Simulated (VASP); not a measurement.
Here is a VASP 6.6.1 calculation.

The input INCAR:

```
PREC = Accurate
ENCUT = 520
EDIFF = 1E-6
ISMEAR = 1
SIGMA = 0.1
LREAL = False
LASPH = True
NELM = 60
ALGO = Normal
ISIF = 2
LWAVE = False
LCHARG = False
GGA = CA
NBANDS = 24
```

KPOINTS

```
regular mesh
0
Gamma
  7 7 5
```

File POSCAR:

```
TePt
1.0
    4.1110000000      0.0000000000      0.0000000000
   -2.0555000000      3.5602304300      0.0000000000
    0.0000000000      0.0000000000      5.4460000000
Te Pt
2 2
Direct
    0.3333333343      0.6666666685      0.2500000000
    0.6666666671      0.3333333343      0.7500000000
    0.0000000000      0.0000000000      0.0000000000
    0.0000000000      0.0000000000      0.5000000000
```

Potentials or basis: VASP PAW LDA potentials, release 64 (Te, Pt).

Command:

```sh
$ cat potpaw_LDA.64/Te/POTCAR potpaw_LDA.64/Pt/POTCAR > POTCAR
$ mpirun -np 1 vasp_std > vasp.out
```

**Question.** Estimate the pressure.

**Answer.** 9.2 GPa.

**Question.** Predict the band gap on the k mesh.

**Answer.** Zero (bands 16 and 17 overlap by 1.03 eV).

Stress tensor (GPa, compression positive):
```
9.48 0.00 0.00
0.00 9.48 0.00
0.00 0.00 8.54
```

Caveat: the cell stands under pressure; spin-orbit coupling is left out, which moves the levels of the heavy elements.
